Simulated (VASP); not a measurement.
Write the native input for VASP 6.6.1 that does the following.

```
Task                   : relaxation of cell and atoms
Functional             : PBE
Dispersion             : D3(BJ)
Potentials or basis    : VASP PAW PBE potentials, release 64 (Sn_d, Cl)
Cutoff                 : 600 eV
k mesh                 : 9 × 9 × 3
Occupations            : fermi-dirac, width 0.05 eV
Spin                   : no spin polarisation
Dipole correction      : no
Further INCAR settings : ALGO = Normal; EDIFF = 1e-06; IBRION = 2; EDIFFG = -0.01; NSW = 60; ISIF = 3
```

The structure of SnCl lies in POSCAR:

```
SnCl
1.0
    3.4975457026      0.0000000000      0.0000000000
   -1.7487728513      3.0289634293      0.0000000000
    0.0000000000      0.0000000000     10.0622090000
Sn Cl
2 2
Direct
    0.6666666667      0.3333333333      0.8205100000
    0.3333333333      0.6666666667      0.3205100000
    0.6666666667      0.3333333333      0.5544910000
    0.3333333333      0.6666666667      0.0544910000
```

The input as run:

INCAR

```
SYSTEM = SnCl
  PREC = Accurate
  ENCUT = 600
  EDIFF = 1E-6
  ISMEAR = -1
  SIGMA = 0.05
  LREAL = .FALSE.
  LASPH = .TRUE.
  NELM = 80
  ALGO = Normal
  ISIF = 3
  LWAVE = .FALSE.
  LCHARG = .FALSE.
  GGA = PE
  IVDW = 12
  IBRION = 2
  NSW = 60
  EDIFFG = -0.01
```

KPOINTS

```
Automatic mesh
0
G
  9 9 3
  0 0 0
```

Potentials or basis: VASP PAW PBE potentials, release 64 (Sn_d, Cl).

The run is started by

```sh
$ cat potpaw_PBE.64/Sn_d/POTCAR potpaw_PBE.64/Cl/POTCAR > POTCAR
$ mpirun -np 1 vasp_std > vasp.out
```

Results of the run:

```
Relaxed volume                         : 25.34 Å³/atom
Relaxed cell                           : a = 3.414 Å, b = 3.414 Å, c = 10.042 Å, α = 90.00°, β = 90.00°, γ = 120.00°
Space group after relaxing (to 0.05 Å) : P6_3mc (No. 186)
Energy gained by relaxing              : 12.2 meV/atom
Ionic steps                            : 14
Pressure after relaxing                : 0.0 GPa
Band gap on the k mesh                 : zero (band 21 reaches 7.81 eV, above the bottom of band 22 at 4.11 eV)
Dispersion energy per atom             : -0.290 eV
```

Caveat: spin-orbit coupling is left out, which moves the levels of the heavy elements; pairwise dispersion overbinds metals, which lowers pressure and volume.

It took 5 min on 1 thread of Intel(R) Xeon(R) 6975P-C (Granite Rapids), with other jobs on the host, peak memory 0.28 GiB.
